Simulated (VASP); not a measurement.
Here is a VASP 6.6.1 calculation.

The input INCAR:

```
SYSTEM = ZrH4
PREC = Accurate ; ENCUT = 520
EDIFF = 1E-6 ; ISMEAR = 0
SIGMA = 0.1 ; LREAL = .FALSE.
LASPH = .TRUE. ; NELM = 80
ALGO = Normal ; ISIF = 2
LWAVE = .FALSE. ; LCHARG = .TRUE.
GGA = PE ; LELF = .TRUE.
LVHAR = .TRUE. ; NBANDS = 16
```

File KPOINTS:

```
regular mesh
0
G
  12 12 10
  0 0 0
```

File POSCAR:

```
ZrH4
1.0
    3.2035271949      0.0000000000      0.0000000000
   -1.6017635975      2.7743359325      0.0000000000
    0.0000000000      0.0000000000      4.2621351144
Zr H
1 4
Direct
    0.0000000000      0.0000000000      0.5000000000
    0.3333333333      0.6666666667      0.7442352997
    0.3333333333      0.6666666667      0.2557647003
    0.6666666667      0.3333333333      0.2557647003
    0.6666666667      0.3333333333      0.7442352997
```

Potentials or basis: VASP PAW PBE potentials, release 64 (Zr_sv, H).

The run is started by

```bash
$ cat potpaw_PBE.64/Zr_sv/POTCAR potpaw_PBE.64/H/POTCAR > POTCAR
$ mpirun -np 1 vasp_std > vasp.out
```

(1) Predict the pressure.

(2) What does it give for the band gap on the k mesh?

(3) What does it give for the largest force?

Answers

(1) -0.1 GPa.

(2) zero (bands 8 and 9 overlap by 1.07 eV).

(3) 0.005 eV/Å.
